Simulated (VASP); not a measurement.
BiTe:

```
Bi Te
1.0
     2.42271    1.39875    3.31729
    -2.42271    1.39875    3.31729
     0.00000   -2.79750    3.31729
Bi Te
1 1
Direct
  0.50000 0.50000 0.50000
  0.00000 0.00000 0.00000
```

* Program: VASP 6.6.1
* Task: relaxation of cell and atoms
* Functional: PBEsol
* Potentials or basis: VASP PAW PBE potentials, release 64 (Bi_d, Te)
* Cutoff: 600 eV
* k mesh: 12 × 12 × 12
* Occupations: gaussian, width 0.1 eV
* Spin: no spin polarisation

At the start: pressure -2.5 GPa; volume 33.72 Å³/atom.

Question: How do energy, volume and symmetry change on relaxing?

Answer: Over 7 steps the energy falls by 14.9 meV/atom and the volume is 31.86 Å³/atom (-5.5 %); space group R-3m (No. 166, to 0.05 Å).

The path:
```csv
step,energy change (eV),largest force (eV/Å),pressure (GPa),volume (Å³)
1,0.0000,0.0000,-2.52,67.45
2,-0.0185,0.0000,1.64,62.41
3,-0.0272,0.0000,-0.02,64.15
4,-0.0281,0.0000,-0.01,64.07
5,-0.0294,0.0000,-0.01,63.91
6,-0.0296,0.0000,0.02,63.56
7,-0.0299,0.0000,0.00,63.71
```

Final structure:
```xyz
2
Lattice="2.4004 1.3859 3.1920 -2.4004 1.3859 3.1920 0.0000 -2.7718 3.1920" Properties=species:S:1:pos:R:3 pbc="T T T"
Bi    0.0000    0.0000    4.7880
Te    0.0000    0.0000    0.0000
```

Caveat: the PAW data sets were made with another functional, which shifts forces and pressure a little.
